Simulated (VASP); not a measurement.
MnO:

```
Mn O
1.0
     2.95135   -1.70546    0.00000
     2.95135    1.70546    0.00000
    -1.97131    0.00000    2.79145
Mn O
1 1
Cartesian
  1.9656 0.0000 1.3976
  3.9343 0.0000 0.6960
```

This cell differs from its parent crystal: volume scaled by 0.98.

Base run:

```yaml
Program: VASP 6.6.1
Functional: PBE
Potentials_or_basis: VASP PAW PBE potentials, release 64 (Mn_pv, O)
Cutoff: 520 eV
k_mesh: 9 × 9 × 9
Occupations: fermi-dirac, width 0.05 eV
Spin: collinear spin, ferromagnetic start
Starting_moments: "[4.0, 0.0] μB"
```

Its results: band gap on the k mesh zero (filled and empty bands overlap); pressure -1.5 GPa; net moment 5.00 μB per cell; site moments Mn +4.43; O +0.19 μB.

Q: The run is repeated on the same cell with these changes: functional from PBE to PBEsol; further incar settings from ALGO = Normal; EDIFF = 1e-06; NBANDS = 20 to ALGO = Normal; EDIFF = 1e-07; NBANDS = 20. What comes out?

A: Band gap on the k mesh zero (filled and empty bands overlap); pressure -6.1 GPa; net moment 5.00 μB per cell; site moments Mn +4.42; O +0.18 μB.

Caveats: a cell with one magnetic atom can't hold antiferromagnetic order, which such compounds often take; semilocal functionals often make such compounds metallic where correlation or magnetic order opens a gap, which also shifts bond lengths; the PAW data sets were made with another functional, which shifts forces and pressure a little (some runs).
